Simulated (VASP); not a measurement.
Here is a VASP 6.6.1 calculation.

Contents of POSCAR:

```
TiAl
1.0
    2.8672622327      0.0000000000      0.0000000000
   -1.4336311163      2.4582907135      0.0000000000
    0.0000000000      0.0000000000      4.6780830000
Ti Al
1 1
Direct
    0.0000000000      0.0000000000      0.0000000000
    0.3333333333      0.6666666667      0.5000000000
```

The input INCAR.step1:

```
SYSTEM = TiAl
PREC = Accurate
ENCUT = 520
ISMEAR = 0
SIGMA = 0.15
LREAL = .FALSE.
LASPH = .TRUE.
NELM = 100
NBANDS = 14
GGA = PE
ALGO = Normal
EDIFF = 1E-4
LWAVE = .TRUE.
LCHARG = .FALSE.
```

The input INCAR.step2:

```
SYSTEM = TiAl
PREC = Accurate
ENCUT = 520
EDIFF = 1E-7
ISMEAR = 0
SIGMA = 0.15
LREAL = .FALSE.
LASPH = .TRUE.
NELM = 100
ALGO = Normal
ISIF = 2
LWAVE = .FALSE.
LCHARG = .FALSE.
METAGGA = R2SCAN
LMIXTAU = .TRUE.
NBANDS = 14
ISTART = 1
```

The input KPOINTS:

```
regular mesh
0
G
  18 18 10
  0 0 0
```

Potentials or basis: VASP PAW PBE potentials, release 64 (Ti_sv, Al).

Command:

```console
$ cat potpaw_PBE.64/Ti_sv/POTCAR potpaw_PBE.64/Al/POTCAR > POTCAR
$ cp INCAR.step1 INCAR
$ mpirun -np 1 vasp_std > vasp.out
$ cp INCAR.step2 INCAR
$ mpirun -np 1 vasp_std > vasp.out
```

Q: What does it give for the pressure?

A: 0.1 GPa.

Q: Predict the largest force.

A: 0.036 eV/Å.

Q: What does it give for the band gap on the k mesh?

A: Zero (an odd number of electrons rules out a gap without spin polarisation).

Forces on the atoms (eV/Å):
```
Ti   0.000 -0.036  0.000
Al   0.000  0.036  0.000
```

Caveat: the cell differs from its parent crystal (strain -0.0100 x Voigt [0, 1, 0, 0, 0, 0]); the PAW data sets were made with another functional, which shifts forces and pressure a little.
